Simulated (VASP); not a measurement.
Here is a VASP 6.6.1 calculation.

INCAR

```
SYSTEM = BeSe2
PREC = Accurate
ENCUT = 600
EDIFF = 1E-6
ISMEAR = 0
SIGMA = 0.2
LREAL = .False.
LASPH = .True.
NELM = 120
ALGO = Normal
ISIF = 2
LWAVE = .False.
LCHARG = .False.
GGA = PE
NBANDS = 14
GGA_COMPAT = .False.
```

Contents of KPOINTS:

```
Automatic mesh
0
Gamma
  6 6 4
  0 0 0
```

POSCAR

```
BeSe2
1.0
    3.5540144014      0.0000000000      0.0000000000
   -1.7770072007      3.0778667571      0.0000000000
    0.0000000000      0.0000000000      5.3334267399
Be Se
1 2
Direct
    0.3333333333      0.6666666667      0.1777603095
    0.6666666667      0.3333333333      0.4253155585
    0.6666666667      0.3333333333      0.9291594620
```

Potentials or basis: VASP PAW PBE potentials, release 64 (Be, Se).

The run is started by

```console
$ cat potpaw_PBE.64/Be/POTCAR potpaw_PBE.64/Se/POTCAR > POTCAR
$ mpirun -np 1 vasp_std > vasp.out
```

Q: Estimate the pressure.

A: 0.1 GPa.

Q: What does it give for the band gap on the k mesh?

A: Zero (bands 7 and 8 overlap by 2.37 eV).

Q: Predict the largest force.

A: 0.015 eV/Å.

Forces in eV/Å, atoms in the order of the input:
```
Be   0.000  0.000 -0.004
Se   0.000  0.000  0.015
Se   0.000  0.000 -0.012
```
